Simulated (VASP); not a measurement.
# C (Fd-3m) in VASP: a series of runs

Runs on C. Level: revPBE. Tasks: single point.

All numbers are computed with VASP 6.6.1; they aren't measurements. Logs are shortened: lines on timing, memory, paths and dates and some standing lists are left out, and cuts for length are marked.

## (1) The cell of the first run

It takes space group Fd-3m (No. 227, cubic). Conventional cell: a = 3.584 Å, b = 3.584 Å, c = 3.584 Å, α = 90.00°, β = 90.00°, γ = 90.00°. C (site symmetry -43m) has 4 C at 1.55 Å within 2.1 Å.

## (2) Single point, revPBE

Input file INCAR:

```
PREC = Accurate
ENCUT = 520
EDIFF = 1E-6
ISMEAR = -1
SIGMA = 0.1
LREAL = F
LASPH = T
NELM = 80
ALGO = Normal
ISIF = 2
LWAVE = F
LCHARG = T
GGA = RE
LELF = T
LVHAR = T
ISYM = 0
NBANDS = 11
```

Input file KPOINTS:

```
Automatic mesh
0
Gamma
  17 17 12
```

Input file POSCAR:

```
C
1.0
   -1.2672734607      1.2672706825      1.7921660569
    1.2672706825     -1.2672734607      1.7921660569
    1.2672753789      1.2672753789     -1.7921711453
C
2
Direct
    0.0000004443      0.9999995557      1.0000000000
    0.7499995557      0.2500004443      0.5000000000
```

Potentials or basis: VASP PAW PBE potentials, release 64 (C).

On the command line:

```sh
> cat potpaw_PBE.64/C/POTCAR > POTCAR
> mpirun -np 1 vasp_std > vasp.out
```

OUTCAR:

```text
PREC = Accurate
   ENCUT = 520
   EDIFF = 1E-6
   ISMEAR = -1
   LREAL = F
   LASPH = T
   NELM = 80
   ISIF = 2
   GGA = RE
   ISYM = 0

 ion  position               nearest neighbor table
   1  0.000  1.000  0.000-   2 1.55   2 1.55   2 1.55   2 1.55
   2  0.750  0.250  0.500-   1 1.55   1 1.55   1 1.55   1 1.55

IMPORTANT INFORMATION: All symmetrisations will be switched off!
NOSYMM: (Re-)initialisation of all symmetry stuff for point group C_1.

----------------------------------------------------------------------------------------

                                     Primitive cell

  volume of cell :      11.5127

  direct lattice vectors                    reciprocal lattice vectors
    -1.267273461  1.267270682  1.792166057     0.000000262  0.394548529  0.278992310
     1.267270682 -1.267273461  1.792166057     0.394548529  0.000000262  0.278992310
     1.267275379  1.267275379 -1.792171145     0.394547670  0.394547670  0.000000612

  length of vectors
     2.534524844  2.534524844  2.534531749     0.483223810  0.483223810  0.557974666

  position of ions in fractional coordinates (direct lattice)
     0.000000444  0.999999556  1.000000000
     0.749999556  0.250000444  0.500000000

  ion indices of the primitive-cell ions
   primitive index   ion index
                 1           1
                 2           2

----------------------------------------------------------------------------------------

 KPOINTS: Automatic mesh

Automatic generation of k-mesh.
 Grid dimensions read from file:
 generate k-points for:   17   17   12

 Generating k-lattice:

  Cartesian coordinates                     Fractional coordinates (reciprocal lattice)
     0.000000015  0.023208737  0.016411312     0.058823529  0.000000000  0.000000000
     0.023208737  0.000000015  0.016411312     0.000000000  0.058823529  0.000000000
     0.032878973  0.032878973  0.000000051     0.000000000  0.000000000  0.083333333

  Length of vectors
     0.028424930  0.028424930  0.046497889

  Shift w.r.t. Gamma in fractional coordinates (k-lattice)
     0.000000000  0.000000000  0.000000000

 -----------------------------------------------------------------------------
|                                                                             |
|           W    W    AA    RRRRR   N    N  II  N    N   GGGG   !!!           |
|           W    W   A  A   R    R  NN   N  II  NN   N  G    G  !!!           |
|           W    W  A    A  R    R  N N  N  II  N N  N  G       !!!           |
|           W WW W  AAAAAA  RRRRR   N  N N  II  N  N N  G  GGG   !            |
|           WW  WW  A    A  R   R   N   NN  II  N   NN  G    G                |
[... 75 lines left out ...]
   PSTRESS=    0.0 pullay stress
   NELECT =       8.0000    total number of electrons
   NUPDOWN=      -1.0000    fix difference up-down
   EMIN   =  10.00;   EMAX   =-10.00  energy-range for DOS
   EFERMI =   0.00;   METHOD = LEGACY
   ISMEAR =    -1;   SIGMA  =   0.10  broadening in eV -4-tet -1-fermi 0-gaus
   EFERMI_NEDOS =   21; number of points for ismear=-14 and -15
   IALGO  =     38    algorithm
   IMIX   =      4    mixing-type and parameters
     AMIX     =   0.40;   BMIX     =  1.00
     AMIX_MAG =   1.60;   BMIX_MAG =  1.00
  volume/ion in A,a.u.               =       5.76        38.85
  Fermi-wavevector in a.u.,A,eV,Ry     =   1.450035  2.740170 28.607648  2.102603
  Thomas-Fermi vector in A             =   2.567694
   LORBIT       =      0    0 simple, 1 ext, 2 COOP (PROOUT), +10 PAW based schemes
   GGA     = RE    functional components
   LHFCALC =     F    Hartree Fock is set to
   AEXX    =    0.0000 exact exchange contribution
   IVDW    =     0    specifies the selected vdW correction
   LEPSILON=     F    determine dielectric tensor
   LRPA    =     F    only Hartree local field effects (RPA)
 non-spin polarized calculation
  energy-cutoff  :      520.00
  volume of cell :       11.51
 maximum number of plane-waves:       331
   NGX =  9   NGY =  9   NGZ =  9

 number of electron       8.0000000 magnetization

 Free energy of the ion-electron system (eV)
  ---------------------------------------------------
  ext. energy  EPLUGINS =         0.00000000
  ---------------------------------------------------
  free energy    TOTEN  =       -17.38020467 eV

  energy without entropy =      -17.38020467  energy(sigma->0) =      -17.38020467

 E-fermi :  11.5169     XC(G=0): -13.1162

 val. band max:        9.6100923834   @ k =   0.0000   0.0000   0.0000
 cond. band min:      13.7013547867   @ k =  -0.3529   0.3529   0.0000
 fundamental gap:      4.0912624033
 Fermi energy:        11.5169266839

 k-point     1 :       0.0000    0.0000    0.0000
  band No.  band energies     occupation
      1     -11.7312      2.00000
      2       9.6098      2.00000
      3       9.6099      2.00000
      4       9.6101      2.00000
      5      15.1615      0.00000
      6      15.1617      0.00000
      7      15.1618      0.00000
      8      22.5587      0.00000
      9      28.7960      0.00000
     10      35.9036      0.00000
     11      35.9044      0.00000
[... 309 lines left out ...]
 k-point    24 :      -0.1765    0.0588    0.0000
  band No.  band energies     occupation
      1     -10.9740      2.00000
      2       6.1923      2.00000
      3       8.0632      2.00000
      4       8.7550      2.00000
      5      15.7087      0.00000
      6      17.1499      0.00000
      7      17.1934      0.00000
      8      23.0618      0.00000
      9      29.8548      0.00000
     10      30.8091      0.00000
     11      33.8644      0.00000

 [... further k-points ...]

------------------------ aborting loop because EDIFF is reached ----------------------------------------

  FORCE on cell =-STRESS in cart. coord.  units (eV):
  Direction    XX          YY          ZZ          XY          YZ          ZX
  --------------------------------------------------------------------------------------
  -------------------------------------------------------------------------------------
  Total        0.0378756      0.0378715      0.0389524     -0.0000309      0.0001056      0.0001048
  in kB        5.2709748      5.2704096      5.4208350     -0.0042997      0.0146918      0.0145826
  external PRESSURE =       5.3207398 kB  Pullay stress =       0.0000000 kB

 VOLUME and BASIS-vectors are now :
 -----------------------------------------------------------------------------
  energy-cutoff  :      520.00
  volume of cell :       11.51
      direct lattice vectors                 reciprocal lattice vectors
    -1.267273461  1.267270682  1.792166057     0.000000262  0.394548529  0.278992310
     1.267270682 -1.267273461  1.792166057     0.394548529  0.000000262  0.278992310
     1.267275379  1.267275379 -1.792171145     0.394547670  0.394547670  0.000000612

 POSITION                                       TOTAL-FORCE (eV/Angst)
 -----------------------------------------------------------------------------------
      1.26727     -1.26727      1.79217         0.000099     -0.000100      0.000000
      0.00000      1.26727      0.89608        -0.000099      0.000100     -0.000000
 -----------------------------------------------------------------------------------
    total drift:                               -0.000000     -0.000000     -0.000000

  FREE ENERGIE OF THE ION-ELECTRON SYSTEM (eV)
  ---------------------------------------------------
  free  energy   TOTEN  =       -17.3802046675 eV

  energy  without entropy=      -17.3802046675  energy(sigma->0) =      -17.38020467
```

OSZICAR:

```text
N       E                     dE             d eps       ncg     rms          rms(c)
DAV:   1     0.140309342150E+01    0.14031E+01   -0.48147E+03 39309   0.719E+02
DAV:   2    -0.175479608431E+02   -0.18951E+02   -0.18242E+02 49417   0.123E+02
DAV:   3    -0.179316394333E+02   -0.38368E+00   -0.38271E+00 44819   0.134E+01
DAV:   4    -0.179322818219E+02   -0.64239E-03   -0.64237E-03 40810   0.683E-01
DAV:   5    -0.179322825818E+02   -0.75988E-06   -0.76040E-06 43880   0.223E-02    0.556E+00
DAV:   6    -0.175155919421E+02    0.41669E+00   -0.21311E-01 38923   0.324E+00    0.336E+00
DAV:   7    -0.173775733950E+02    0.13802E+00   -0.27011E-01 41080   0.371E+00    0.718E-01
DAV:   8    -0.173801066816E+02   -0.25333E-02   -0.86294E-03 39946   0.684E-01    0.539E-02
DAV:   9    -0.173801746271E+02   -0.67945E-04   -0.12444E-04 46098   0.886E-02    0.262E-02
DAV:  10    -0.173802042380E+02   -0.29611E-04   -0.28444E-05 40921   0.471E-02    0.529E-03
DAV:  11    -0.173802046675E+02   -0.42956E-06   -0.64891E-07 46102   0.724E-03
   1 F= -.17380205E+02 E0= -.17380205E+02  d E =-.492209E-10
```

stdout:

```text
POSCAR found type information on POSCAR C
 POSCAR found :  1 types and       2 ions
 scaLAPACK will be used
 -----------------------------------------------------------------------------
|                                                                             |
|                                                                             |
|     You enforced a specific xc type in the INCAR file but a different       |
[... 21 lines left out ...]
|                                                                             |
 -----------------------------------------------------------------------------

 POSCAR, INCAR and KPOINTS ok, starting setup
 FFT: planning ... GRIDC
 FFT: planning ... GRID_SOFT
 FFT: planning ... GRID
 WAVECAR not read
 entering main loop
```

Run time: 3.7 min. Hardware: 1 thread of AMD EPYC 7R13, shared host; peak memory 0.24 GiB.

What came out:

```
Free energy            : -17.3802 eV
Pressure               : 0.5 GPa
Band gap on the k mesh : 4.09 eV (least direct gap 5.55 eV)
```

Levels at points of the mesh, in eV from the valence-band top:
| k point | band 1 | band 2 | band 3 | band 4 | band 5 | band 6 | band 7 | band 8 | band 9 |
| --- | --- | --- | --- | --- | --- | --- | --- | --- | --- |
| (0.00, 0.00, 0.00) | -21.34 | 0.00 | 0.00 | 0.00 | 5.55 | 5.55 | 5.55 | 12.95 | 19.19 |
| (0.00, 0.00, 0.50) | -12.72 | -12.72 | -6.22 | -6.22 | 4.72 | 4.72 | 16.65 | 16.65 | 23.07 |

Caveat: the PAW data sets were made with another functional, which shifts forces and pressure a little; an odd mesh through Γ misses points on the zone boundary, where band edges can lie.

## (3) Single point, revPBE

Input file INCAR:

```
PREC = Accurate ; ENCUT = 520
EDIFF = 1E-7 ; ISMEAR = -1
SIGMA = 0.1 ; LREAL = F
LASPH = T ; NELM = 60
ALGO = Normal ; ISIF = 2
LWAVE = F ; LCHARG = F
GGA = RE ; ISYM = 0
NBANDS = 11
```

Input file KPOINTS:

```
regular mesh
0
Gamma
  25 25 28
```

POSCAR is that of step 2.

Potentials or basis: VASP PAW PBE potentials, release 64 (C).

On the command line:

```sh
> cat potpaw_PBE.64/C/POTCAR > POTCAR
> mpirun -np 1 vasp_std > vasp.out
```

Wall time 21 min (1 thread of Oxide Virtual Turin-like, shared host); peak memory 0.9 GiB.

It converged, with:

```
Free energy            : -17.3802 eV
Pressure               : 0.5 GPa
Band gap on the k mesh : 4.09 eV (least direct gap 5.55 eV)
```

Levels at points of the mesh, in eV from the valence-band top:
```
           k point  band 1  band 2  band 3  band 4  band 5  band 6  band 7  band 8  band 9
(0.00, 0.00, 0.00)  -21.34    0.00    0.00    0.00    5.55    5.55    5.55   12.95   19.19
(0.00, 0.00, 0.50)  -12.72  -12.72   -6.22   -6.22    4.72    4.72   16.65   16.65   23.07
```

Caveat: the PAW data sets were made with another functional, which shifts forces and pressure a little; an odd mesh through Γ misses points on the zone boundary, where band edges can lie.
